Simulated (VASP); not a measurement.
# Ca in VASP: a series of runs, part 2 of 2

VASP 6.6.1.

### 4 Single point, PBE (strain -0.040 along x and y, +0.000 along z)

The input, INCAR:

```
PREC = Accurate ; ENCUT = 520
EDIFF = 1E-7 ; ISMEAR = 0
SIGMA = 0.15 ; LREAL = False
LASPH = True ; NELM = 80
ALGO = Normal ; ISIF = 2
LWAVE = False ; LCHARG = False
GGA = PE ; NBANDS = 11
```

The input, KPOINTS:

```
regular mesh
0
Gamma
  14 14 14
```

The input, POSCAR:

```
Ca
1.0
    0.0000000000      2.6824320000      2.7942000000
    2.6824320000      0.0000000000      2.7942000000
    2.6824320000      2.6824320000      0.0000000000
Ca
1
Direct
    0.0000000000      0.0000000000      0.0000000000
```

Potentials or basis: VASP PAW PBE potentials, release 64 (Ca_sv).

Launch:

```
$ cat potpaw_PBE.64/Ca_sv/POTCAR > POTCAR
$ mpirun -np 1 vasp_std > vasp.out
```

OUTCAR:

```text
PREC = Accurate
   ENCUT = 520
   EDIFF = 1E-7
   ISMEAR = 0
   LREAL = False
   LASPH = True
   NELM = 80
   ISIF = 2
   GGA = PE

 ion  position               nearest neighbor table
   1  0.000  0.000  0.000-

  LATTYP: Found a body centered tetragonal cell.
 ALAT       =     3.7935317145
 C/A-ratio  =     1.4731391275

  Lattice vectors:

 A1 = (  -2.6824320000,   0.0000000000,   2.7942000000)
 A2 = (   2.6824320000,   0.0000000000,   2.7942000000)
 A3 = (   0.0000000000,   2.6824320000,  -2.7942000000)

Analysis of symmetry for initial positions (statically):
=====================================================================
 Subroutine PRICEL returns:
 Original cell was already a primitive cell.

 Routine SETGRP: Setting up the symmetry group for a
 body centered tetragonal supercell.

 Subroutine GETGRP returns: Found 16 space group operations
 (whereof 16 operations were pure point group operations)
 out of a pool of 16 trial point group operations.

The static configuration has the point symmetry D_4h.

Analysis of symmetry for dynamics (positions and initial velocities):
=====================================================================
 Subroutine PRICEL returns:
 Original cell was already a primitive cell.

 Routine SETGRP: Setting up the symmetry group for a
 body centered tetragonal supercell.

 Subroutine GETGRP returns: Found 16 space group operations
 (whereof 16 operations were pure point group operations)
 out of a pool of 16 trial point group operations.

The dynamic configuration has the point symmetry D_4h.

 Subroutine INISYM returns: Found 16 space group operations
 (whereof 16 operations are pure point group operations),
 and found     1 'primitive' translations

----------------------------------------------------------------------------------------

                                     Primitive cell

  volume of cell :      40.2110

  direct lattice vectors                    reciprocal lattice vectors
     0.000000000  2.682432000  2.794200000    -0.186398015  0.186398015  0.178942094
     2.682432000  0.000000000  2.794200000     0.186398015 -0.186398015  0.178942094
     2.682432000  2.682432000  0.000000000     0.186398015  0.186398015 -0.178942094

  length of vectors
     3.873369989  3.873369989  3.793531715     0.318604321  0.318604321  0.318604321

  position of ions in fractional coordinates (direct lattice)
     0.000000000  0.000000000  0.000000000

  ion indices of the primitive-cell ions
   primitive index   ion index
                 1           1

----------------------------------------------------------------------------------------

 KPOINTS: regular mesh

Automatic generation of k-mesh.
 Grid dimensions read from file:
 generate k-points for:   14   14   14

 Generating k-lattice:

  Cartesian coordinates                     Fractional coordinates (reciprocal lattice)
    -0.013314144  0.013314144  0.012781578     0.071428571  0.000000000  0.000000000
     0.013314144 -0.013314144  0.012781578     0.000000000  0.071428571  0.000000000
     0.013314144  0.013314144 -0.012781578     0.000000000  0.000000000  0.071428571

  Length of vectors
     0.022757451  0.022757451  0.022757451

  Shift w.r.t. Gamma in fractional coordinates (k-lattice)
     0.000000000  0.000000000  0.000000000

 Subroutine IBZKPT returns following result:
 ===========================================

 Found    244 irreducible k-points:

 Following reciprocal coordinates:
            Coordinates               Weight
  0.000000  0.000000  0.000000      1.000000
  0.071429  0.000000  0.000000      8.000000
  0.142857  0.000000  0.000000      8.000000
  0.214286  0.000000  0.000000      8.000000
  0.285714  0.000000  0.000000      8.000000
  0.357143 -0.000000  0.000000      8.000000
[... 16 lines left out ...]
  0.214286  0.142857  0.000000      8.000000
  0.285714  0.142857  0.000000      8.000000
 [... further k-points ...]
   k-points           NKPTS =    244   k-points in BZ     NKDIM =    244   number of bands    NBANDS=     11
   number of dos      NEDOS =    301   number of ions     NIONS =      1
   total plane-waves  NPLWV =  25200
   dimension x,y,z NGX =    30 NGY =   30 NGZ =   28
   dimension x,y,z NGXF=    60 NGYF=   60 NGZF=   56
   ions per type =               1
   NGX,Y,Z   is equivalent  to a cutoff of  12.88, 12.88, 12.27 a.u.
   NGXF,Y,Z  is equivalent  to a cutoff of  25.75, 25.75, 24.54 a.u.
 SYSTEM =  unknown system
   PREC   = accura    normal or accurate (medium, high low for compatibility)
   ISTART =      0    job   : 0-new  1-cont  2-samecut
   ICHARG =      2    charge: 1-file 2-atom 10-const
   ISPIN  =      1    spin polarized calculation?
   LNONCOLLINEAR =      F non collinear calculations
   LSORBIT =      F    spin-orbit coupling
   LASPH  =      T    aspherical Exc in radial PAW
   ENCUT  =  520.0 eV  38.22 Ry    6.18 a.u.   7.20  7.20  7.05*2*pi/ulx,y,z
   NELM   =     80;   NELMIN=  2; NELMDL= -5     # of ELM steps
   EDIFF  = 0.1E-06   stopping-criterion for ELM
   LREAL  =      F    real-space projection
   EDIFFG = 0.1E-05   stopping-criterion for IOM
   NSW    =      0    number of steps for IOM
   IBRION =     -1    ionic relax: 0-MD 1-quasi-New 2-CG
   NFREE  =      0    steps in history (QN), initial steepest desc. (CG)
   ISIF   =      2    stress and relaxation
   ISYM   =      2    0-nonsym 1-usesym 2-fastsym
   POTIM  = 0.5000    time-step for ionic-motion
   TEBEG  =    0.0;   TEEND  =   0.0 temperature during run
   PSTRESS=    0.0 pullay stress
   NELECT =      10.0000    total number of electrons
   NUPDOWN=      -1.0000    fix difference up-down
   EMIN   =  10.00;   EMAX   =-10.00  energy-range for DOS
   EFERMI =   0.00;   METHOD = LEGACY
   ISMEAR =     0;   SIGMA  =   0.15  broadening in eV -4-tet -1-fermi 0-gaus
   EFERMI_NEDOS =   21; number of points for ismear=-14 and -15
   IALGO  =     38    algorithm
   IMIX   =      4    mixing-type and parameters
     AMIX     =   0.40;   BMIX     =  1.00
     AMIX_MAG =   1.60;   BMIX_MAG =  1.00
  volume/ion in A,a.u.               =      40.21       271.36
  Fermi-wavevector in a.u.,A,eV,Ry     =   1.029500  1.945474 14.420422  1.059871
  Thomas-Fermi vector in A             =   2.163551
   LORBIT       =      0    0 simple, 1 ext, 2 COOP (PROOUT), +10 PAW based schemes
   GGA     = PE    functional components
   LHFCALC =     F    Hartree Fock is set to
   AEXX    =    0.0000 exact exchange contribution
   IVDW    =     0    specifies the selected vdW correction
   LEPSILON=     F    determine dielectric tensor
   LRPA    =     F    only Hartree local field effects (RPA)
 non-spin polarized calculation
 Gauss-broadening in eV      SIGMA  =   0.15
  energy-cutoff  :      520.00
  volume of cell :       40.21
 maximum number of plane-waves:      1093
 NGX is ok and might be reduce to    30
   NGX = 15   NGY = 15   NGZ = 15

 number of electron      10.0000000 magnetization

 Free energy of the ion-electron system (eV)
  ---------------------------------------------------
  ext. energy  EPLUGINS =         0.00000000
  ---------------------------------------------------
  free energy    TOTEN  =        -1.93035505 eV

  energy without entropy =       -1.91550094  energy(sigma->0) =       -1.92292800

 E-fermi :   2.1553     XC(G=0):  -7.8861

 val. band max:        2.1525760181   @ k =  -0.3571   0.2857   0.1429
 cond. band min:       2.1660925830   @ k =  -0.2857   0.3571   0.2857
 fundamental gap:      0.0135165649
 Fermi energy:         2.1553314142

 k-point     1 :       0.0000    0.0000    0.0000
  band No.  band energies     occupation
      1     -39.7499      2.00000
      2     -20.6631      2.00000
      3     -20.6584      2.00000
      4     -20.6584      2.00000
      5      -1.9556      2.00000
      6       4.4327      0.00000
      7       4.6275      0.00000
      8       4.6275      0.00000
      9       5.5522      0.00000
     10       5.8139      0.00000
     11      11.5008      0.00000
[... 309 lines left out ...]
 k-point    24 :       0.2857    0.1429    0.0000
  band No.  band energies     occupation
      1     -39.7404      2.00000
      2     -20.7404      2.00000
      3     -20.6815      2.00000
      4     -20.6778      2.00000
      5      -0.7413      2.00000
      6       3.5520      0.00000
      7       4.4040      0.00000
      8       4.9946      0.00000
      9       5.3631      0.00000
     10       6.0534      0.00000
     11      10.2778      0.00000

 [... further k-points ...]

------------------------ aborting loop because EDIFF is reached ----------------------------------------

  FORCE on cell =-STRESS in cart. coord.  units (eV):
  Direction    XX          YY          ZZ          XY          YZ          ZX
  --------------------------------------------------------------------------------------
  -------------------------------------------------------------------------------------
  Total        0.2622676      0.2622676      0.1619347      0.0000000     -0.0000000      0.0000000
  in kB       10.4498569     10.4498569      6.4521651      0.0000000     -0.0000000      0.0000000
  external PRESSURE =       9.1172930 kB  Pullay stress =       0.0000000 kB

 VOLUME and BASIS-vectors are now :
 -----------------------------------------------------------------------------
  energy-cutoff  :      520.00
  volume of cell :       40.21
      direct lattice vectors                 reciprocal lattice vectors
     0.000000000  2.682432000  2.794200000    -0.186398015  0.186398015  0.178942094
     2.682432000  0.000000000  2.794200000     0.186398015 -0.186398015  0.178942094
     2.682432000  2.682432000  0.000000000     0.186398015  0.186398015 -0.178942094

 POSITION                                       TOTAL-FORCE (eV/Angst)
 -----------------------------------------------------------------------------------
      0.00000      0.00000      0.00000         0.000000      0.000000     -0.000000
 -----------------------------------------------------------------------------------
    total drift:                               -0.000000     -0.000000      0.000000

  FREE ENERGIE OF THE ION-ELECTRON SYSTEM (eV)
  ---------------------------------------------------
  free  energy   TOTEN  =        -1.9303550517 eV

  energy  without entropy=       -1.9155009406  energy(sigma->0) =       -1.92292800
```

It took 60 s on 1 thread of Intel Xeon Platinum 8559C (Emerald Rapids), shared host; peak memory 0.24 GiB.

Results:

| Item | Value |
| --- | --- |
| Free energy | -1.9304 eV |
| Pressure | 0.9 GPa |
| Band gap on the k mesh | zero (bands 5 and 6 overlap by 0.27 eV) |

Caveat: the cell differs from its parent crystal (strain -0.040 along x and y, +0.000 along z).

### 5 The runs side by side

```tsv
cell	gap on the mesh (eV)	pressure (GPa)
a = 4.268 Å, angles 60.0°, 1 atom	none	-2.9
a = 3.715, b = 3.715, c = 3.635 Å, angles 60.7, 60.7, 58.6°, 1 atom	none	4.0
a = 3.873, b = 3.873, c = 3.794 Å, angles 60.7, 60.7, 58.6°, 1 atom	none	0.9
```

Alike in all rows: task single point; level PBE; potentials or basis VASP PAW PBE potentials, release 64 (Ca_sv); no spin polarisation; k mesh 14 × 14 × 14; cutoff (eV) 520; smearing gaussian 0.15 eV.

Caveats: the cell stands under pressure (at least some runs).

Absolute energies hang on the potentials; compare differences alone.

The gap in the log of VASP goes by the Fermi energy; the results here count the filled bands.